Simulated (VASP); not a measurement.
# Si (P1) in VASP: single point with PBE

Aim: the single point of Si with PBE.

All numbers are computed with VASP 6.6.1; they aren't measurements. Logs are shortened: lines on timing, memory, paths and dates and some standing lists are left out, and cuts for length are marked.

## Step 1: The cell of the first run

The typed cell holds 8 atoms: a = 5.110 Å, b = 5.110 Å, c = 7.478 Å, α = 107.01°, β = 107.05°, γ = 98.20°.

## Step 2: Single point, PBE (atom 1 (Si) moved by +0.990 Å along [0 1 0] and +0.495 Å along [0 0 1])

INCAR

```
SYSTEM = Si
  PREC = Accurate
  ENCUT = 520
  EDIFF = 1E-7
  ISMEAR = 0
  SIGMA = 0.05
  LREAL = .False.
  LASPH = .True.
  NELM = 100
  ALGO = Normal
  ISIF = 2
  LWAVE = .False.
  LCHARG = .False.
  GGA = PE
  NBANDS = 26
```

KPOINTS

```
regular mesh
0
Gamma
  8 8 8
  0 0 0
```

POSCAR

```
Si
1.0
    3.3455832253     -3.3455832253      1.9304179686
    3.3455832253      3.3455832253     -1.9304179686
   -3.3455832253      3.3455832253      5.7912539057
Si
8
Direct
    0.0794324091      0.5051772808      0.2273886746
    0.5893052538      0.3572210152      0.5893052538
    0.4106947462      0.6427789848      0.4106947462
    0.9106947462      0.6427789848      0.9106947462
    0.7320842385      0.0000000000      0.0893052538
    0.2320842386      0.0000000000      0.5893052538
    0.7679157615      0.0000000000      0.4106947462
    0.2679157614      0.0000000000      0.9106947462
```

Potentials or basis: VASP PAW PBE potentials, release 64 (Si).

Started as:

```bash
$ cat potpaw_PBE.64/Si/POTCAR > POTCAR
$ mpirun -np 1 vasp_std > vasp.out
```

OUTCAR:

```text
SYSTEM = Si
   PREC = Accurate
   ENCUT = 520
   EDIFF = 1E-7
   ISMEAR = 0
   LREAL = .False.
   LASPH = .True.
   NELM = 100
   ISIF = 2
   GGA = PE

 ion  position               nearest neighbor table
   1  0.079  0.505  0.227-   3 1.72   4 2.61   5 2.63   6 2.92
   2  0.589  0.357  0.589-   4 2.36   3 2.36   6 2.39   7 2.39
   3  0.411  0.643  0.411-   1 1.72   2 2.36   6 2.39   7 2.39
   4  0.911  0.643  0.911-   2 2.36   8 2.39   5 2.39   1 2.61
   5  0.732  0.000  0.089-   8 2.36   7 2.36   4 2.39   1 2.63
   6  0.232  0.000  0.589-   7 2.36   8 2.36   2 2.39   3 2.39   1 2.92
   7  0.768  0.000  0.411-   6 2.36   5 2.36   3 2.39   2 2.39
   8  0.268  0.000  0.911-   5 2.36   6 2.36   4 2.39

  LATTYP: Found a base centered monoclinic cell.
 ALAT       =     7.7251383550
 B/A-ratio  =     0.8661549015
 C/A-ratio  =     0.9995512727
 COS(beta)  =    -0.4997756363

  Lattice vectors:

 A1 = (   3.3455832253,   3.3455832253,  -1.9304179686)
 A2 = (  -3.3455832253,   3.3455832253,  -1.9304179686)
 A3 = (   0.0000000000,   0.0000000000,   7.7216718743)

Analysis of symmetry for initial positions (statically):
=====================================================================
 Subroutine PRICEL returns:
 Original cell was already a primitive cell.

 Routine SETGRP: Setting up the symmetry group for a
 base centered monoclinic supercell.

 Subroutine GETGRP returns: Found  1 space group operations
 (whereof  1 operations were pure point group operations)
 out of a pool of  4 trial point group operations.

The static configuration has the point symmetry C_1 .

Analysis of symmetry for dynamics (positions and initial velocities):
=====================================================================
 Subroutine PRICEL returns:
 Original cell was already a primitive cell.

 Routine SETGRP: Setting up the symmetry group for a
 base centered monoclinic supercell.

 Subroutine GETGRP returns: Found  1 space group operations
 (whereof  1 operations were pure point group operations)
 out of a pool of  4 trial point group operations.

The dynamic configuration has the point symmetry C_1 .

 Subroutine INISYM returns: Found  1 space group operations
 (whereof  1 operations are pure point group operations),
 and found     1 'primitive' translations

----------------------------------------------------------------------------------------

                                     Primitive cell

  volume of cell :     172.8562

  direct lattice vectors                    reciprocal lattice vectors
     3.345583225 -3.345583225  1.930417969     0.149450773 -0.074725387  0.129505632
     3.345583225  3.345583225 -1.930417969     0.149450773  0.149450773  0.000000000
    -3.345583225  3.345583225  5.791253906     0.000000000  0.074725387  0.129505632

  length of vectors
     5.110026200  5.110026200  7.478266914     0.211402758  0.211355310  0.149517866

  position of ions in fractional coordinates (direct lattice)
     0.079432409  0.505177281  0.227388675
     0.589305254  0.357221015  0.589305254
     0.410694746  0.642778985  0.410694746
     0.910694746  0.642778985  0.910694746
     0.732084239  0.000000000  0.089305254
     0.232084239  0.000000000  0.589305254
     0.767915761  0.000000000  0.410694746
     0.267915761  0.000000000  0.910694746

  ion indices of the primitive-cell ions
   primitive index   ion index
                 1           1
                 2           2
                 3           3
                 4           4
                 5           5
                 6           6
                 7           7
                 8           8

----------------------------------------------------------------------------------------

 KPOINTS: regular mesh

Automatic generation of k-mesh.
 Grid dimensions read from file:
 generate k-points for:    8    8    8

 Generating k-lattice:

  Cartesian coordinates                     Fractional coordinates (reciprocal lattice)
     0.018681347 -0.009340673  0.016188204     0.125000000  0.000000000 -0.000000000
     0.018681347  0.018681347  0.000000000     0.000000000  0.125000000  0.000000000
     0.000000000  0.009340673  0.016188204     0.000000000  0.000000000  0.125000000

  Length of vectors
     0.026425345  0.026419414  0.018689733

  Shift w.r.t. Gamma in fractional coordinates (k-lattice)
     0.000000000  0.000000000  0.000000000

 Subroutine IBZKPT returns following result:
 ===========================================

 Found    260 irreducible k-points:

 Following reciprocal coordinates:
            Coordinates               Weight
  0.000000  0.000000  0.000000      1.000000
  0.125000 -0.000000 -0.000000      2.000000
  0.000000  0.125000 -0.125000      2.000000
  0.250000 -0.000000 -0.000000      2.000000
  0.000000  0.250000 -0.250000      2.000000
  0.375000 -0.000000  0.000000      2.000000
[... 16 lines left out ...]
  0.125000 -0.250000  0.125000      2.000000
 -0.125000  0.125000  0.000000      2.000000
 [... further k-points ...]
   k-points           NKPTS =    260   k-points in BZ     NKDIM =    260   number of bands    NBANDS=     26
   number of dos      NEDOS =    301   number of ions     NIONS =      8
   total plane-waves  NPLWV =  89600
   dimension x,y,z NGX =    40 NGY =   40 NGZ =   56
   dimension x,y,z NGXF=    80 NGYF=   80 NGZF=  112
   ions per type =               8
   NGX,Y,Z   is equivalent  to a cutoff of  13.01, 13.01, 12.45 a.u.
   NGXF,Y,Z  is equivalent  to a cutoff of  26.03, 26.03, 24.90 a.u.
 SYSTEM =  Si
   PREC   = accura    normal or accurate (medium, high low for compatibility)
   ISTART =      0    job   : 0-new  1-cont  2-samecut
   ICHARG =      2    charge: 1-file 2-atom 10-const
   ISPIN  =      1    spin polarized calculation?
   LNONCOLLINEAR =      F non collinear calculations
   LSORBIT =      F    spin-orbit coupling
   LASPH  =      T    aspherical Exc in radial PAW
   ENCUT  =  520.0 eV  38.22 Ry    6.18 a.u.   9.50  9.50 13.90*2*pi/ulx,y,z
   NELM   =    100;   NELMIN=  2; NELMDL= -5     # of ELM steps
   EDIFF  = 0.1E-06   stopping-criterion for ELM
   LREAL  =      F    real-space projection
   EDIFFG = 0.1E-05   stopping-criterion for IOM
   NSW    =      0    number of steps for IOM
   IBRION =     -1    ionic relax: 0-MD 1-quasi-New 2-CG
   NFREE  =      0    steps in history (QN), initial steepest desc. (CG)
   ISIF   =      2    stress and relaxation
   ISYM   =      2    0-nonsym 1-usesym 2-fastsym
   POTIM  = 0.5000    time-step for ionic-motion
   TEBEG  =    0.0;   TEEND  =   0.0 temperature during run
   PSTRESS=    0.0 pullay stress
   NELECT =      32.0000    total number of electrons
   NUPDOWN=      -1.0000    fix difference up-down
   EMIN   =  10.00;   EMAX   =-10.00  energy-range for DOS
   EFERMI =   0.00;   METHOD = LEGACY
   ISMEAR =     0;   SIGMA  =   0.05  broadening in eV -4-tet -1-fermi 0-gaus
   EFERMI_NEDOS =   21; number of points for ismear=-14 and -15
   IALGO  =     38    algorithm
   IMIX   =      4    mixing-type and parameters
     AMIX     =   0.40;   BMIX     =  1.00
     AMIX_MAG =   1.60;   BMIX_MAG =  1.00
  volume/ion in A,a.u.               =      21.61       145.81
  Fermi-wavevector in a.u.,A,eV,Ry     =   0.933032  1.763175 11.844531  0.870548
  Thomas-Fermi vector in A             =   2.059691
   LORBIT       =      0    0 simple, 1 ext, 2 COOP (PROOUT), +10 PAW based schemes
   GGA     = PE    functional components
   LHFCALC =     F    Hartree Fock is set to
   AEXX    =    0.0000 exact exchange contribution
   IVDW    =     0    specifies the selected vdW correction
   LEPSILON=     F    determine dielectric tensor
   LRPA    =     F    only Hartree local field effects (RPA)
 non-spin polarized calculation
 Gauss-broadening in eV      SIGMA  =   0.05
  energy-cutoff  :      520.00
  volume of cell :      172.86
 maximum number of plane-waves:      4704
 NGX is ok and might be reduce to    40
   NGX = 19   NGY = 19   NGZ = 27

 number of electron      32.0000000 magnetization

 Free energy of the ion-electron system (eV)
  ---------------------------------------------------
  ext. energy  EPLUGINS =         0.00000000
  ---------------------------------------------------
  free energy    TOTEN  =       -36.59328104 eV

  energy without entropy =      -36.59086153  energy(sigma->0) =      -36.59207128

 E-fermi :   5.3935     XC(G=0):  -9.0676

 val. band max:        5.3920605529   @ k =   0.0000   0.0000   0.2500
 cond. band min:       5.3942051171   @ k =   0.1250   0.1250  -0.2500
 fundamental gap:      0.0021445642
 Fermi energy:         5.3935338998

 k-point     1 :       0.0000    0.0000    0.0000
  band No.  band energies     occupation
      1      -7.0629      2.00000
      2      -4.5029      2.00000
      3      -3.8724      2.00000
      4      -2.7123      2.00000
      5      -2.3742      2.00000
      6      -0.9164      2.00000
[... 18 lines left out ...]
     25       8.5179      0.00000
     26       8.7745      0.00000

 k-point     2 :       0.1250   -0.0000   -0.0000
  band No.  band energies     occupation
      1      -6.9892      2.00000
      2      -4.6030      2.00000
      3      -3.7059      2.00000
      4      -2.9216      2.00000
      5      -2.6073      2.00000
      6      -0.8194      2.00000
[... 18 lines left out ...]
     25       8.4732      0.00000
     26       8.9985      0.00000

 k-point     3 :       0.0000    0.1250   -0.1250
  band No.  band energies     occupation
      1      -6.9886      2.00000
      2      -4.5537      2.00000
      3      -3.9501      2.00000
      4      -2.8091      2.00000
      5      -2.3679      2.00000
      6      -0.8784      2.00000
[... 18 lines left out ...]
     25       8.5799      0.00000
     26       9.0023      0.00000

 k-point     4 :       0.2500   -0.0000   -0.0000
  band No.  band energies     occupation
      1      -6.7786      2.00000
      2      -4.7905      2.00000
      3      -3.5449      2.00000
      4      -3.3286      2.00000
      5      -2.8482      2.00000
      6      -0.7708      2.00000
[... 18 lines left out ...]
     25       8.5963      0.00000
     26       9.6104      0.00000

 k-point     5 :       0.0000    0.2500   -0.2500
  band No.  band energies     occupation
      1      -6.7742      2.00000
      2      -4.6998      2.00000
      3      -4.2304      2.00000
      4      -2.9848      2.00000
      5      -2.2023      2.00000
      6      -0.7911      2.00000
[... 18 lines left out ...]
     25       8.5360      0.00000
     26       9.7901      0.00000

 k-point     6 :       0.3750   -0.0000    0.0000
  band No.  band energies     occupation
      1      -6.4818      2.00000
      2      -5.0523      2.00000
      3      -3.8291      2.00000
      4      -3.5184      2.00000
      5      -2.6282      2.00000
      6      -0.8825      2.00000
[... 427 lines left out ...]
 k-point    21 :       0.1250   -0.3750    0.2500
  band No.  band energies     occupation
      1      -6.4664      2.00000
      2      -4.9510      2.00000
      3      -4.2765      2.00000
      4      -3.1675      2.00000
      5      -2.3323      2.00000
      6      -0.7601      2.00000
[... 18 lines left out ...]
     25       9.4322      0.00000
     26       9.6776      0.00000

 k-point    22 :      -0.2500    0.1250    0.0000
  band No.  band energies     occupation
      1      -6.7686      2.00000
      2      -4.6174      2.00000
      3      -3.6669      2.00000
      4      -3.3369      2.00000
      5      -2.8792      2.00000
      6      -0.7649      2.00000
[... 18 lines left out ...]
     25       8.7389      0.00000
     26       9.5808      0.00000

 k-point    23 :       0.1250   -0.2500    0.1250
  band No.  band energies     occupation
      1      -6.7618      2.00000
      2      -4.6251      2.00000
      3      -4.0737      2.00000
      4      -3.0191      2.00000
      5      -2.5500      2.00000
      6      -0.8263      2.00000
[... 18 lines left out ...]
     25       8.7836      0.00000
     26       9.4438      0.00000

 k-point    24 :      -0.1250    0.1250    0.0000
  band No.  band energies     occupation
      1      -6.9481      2.00000
      2      -4.4866      2.00000
      3      -3.9171      2.00000
      4      -2.9736      2.00000
      5      -2.4746      2.00000
      6      -0.7661      2.00000
[... 18 lines left out ...]
     25       9.0532      0.00000
     26       9.3306      0.00000

 [... further k-points ...]

------------------------ aborting loop because EDIFF is reached ----------------------------------------

  FORCE on cell =-STRESS in cart. coord.  units (eV):
  Direction    XX          YY          ZZ          XY          YZ          ZX
  --------------------------------------------------------------------------------------
  -------------------------------------------------------------------------------------
  Total        7.1673024     -1.4081073     19.5305234     -1.0999623     -1.7831348     14.5440783
  in kB       66.4326068    -13.0515271    181.0253729    -10.1953791    -16.5275981    134.8067914
  external PRESSURE =      78.1354842 kB  Pullay stress =       0.0000000 kB

 VOLUME and BASIS-vectors are now :
 -----------------------------------------------------------------------------
  energy-cutoff  :      520.00
  volume of cell :      172.86
      direct lattice vectors                 reciprocal lattice vectors
     3.345583225 -3.345583225  1.930417969     0.149450773 -0.074725387  0.129505632
     3.345583225  3.345583225 -1.930417969     0.149450773  0.149450773  0.000000000
    -3.345583225  3.345583225  5.791253906     0.000000000  0.074725387  0.129505632

 POSITION                                       TOTAL-FORCE (eV/Angst)
 -----------------------------------------------------------------------------------
      1.19511      2.18511      0.49500       -10.928329     -1.089835    -17.429874
      1.19511      1.19511      3.86084        -0.227502     -0.033049      0.257956
      2.15047      2.15047      1.93042        10.379766     -0.753543     15.611141
      2.15047      2.15047      5.79125         0.272778      0.322952      1.295764
      2.15047     -2.15047      1.93042         0.593183      0.599905      0.135569
     -1.19511      1.19511      3.86084        -0.061837      0.604030      0.334053
      1.19511     -1.19511      3.86084        -0.014528     -0.158415     -0.224604
     -2.15047      2.15047      5.79125        -0.013532      0.507955      0.019995
 -----------------------------------------------------------------------------------
    total drift:                               -0.000000     -0.000035     -0.000031

  FREE ENERGIE OF THE ION-ELECTRON SYSTEM (eV)
  ---------------------------------------------------
  free  energy   TOTEN  =       -36.5932810378 eV

  energy  without entropy=      -36.5908615309  energy(sigma->0) =      -36.59207128
```

Run time: 9.5 min. Hardware: 1 thread of Intel Xeon 6975P-C (Granite Rapids), shared host; peak memory 0.83 GiB.

Results:

| Quantity | Value |
| --- | --- |
| Free energy | -36.5933 eV |
| Pressure | 7.8 GPa |
| Largest force | 20.601 eV/Å |
| Band gap on the k mesh | zero (bands 16 and 17 overlap by 0.28 eV) |

Forces on the atoms (eV/Å):
```
Si  -10.928  -1.090 -17.430
Si   -0.228  -0.033   0.258
Si   10.380  -0.754  15.611
Si    0.273   0.323   1.296
Si    0.593   0.600   0.136
Si   -0.062   0.604   0.334
Si   -0.015  -0.158  -0.225
Si   -0.014   0.508   0.020
```

Caveat: the cell differs from its parent crystal (atom 1 (Si) moved by +0.990 Å along [0 1 0] and +0.495 Å along [0 0 1]); the cell stands under pressure; semilocal functionals underestimate gaps, so a narrow gap can read as zero; forces of over 1 eV/Å act on the atoms, so gaps and moduli don't describe the material at rest.
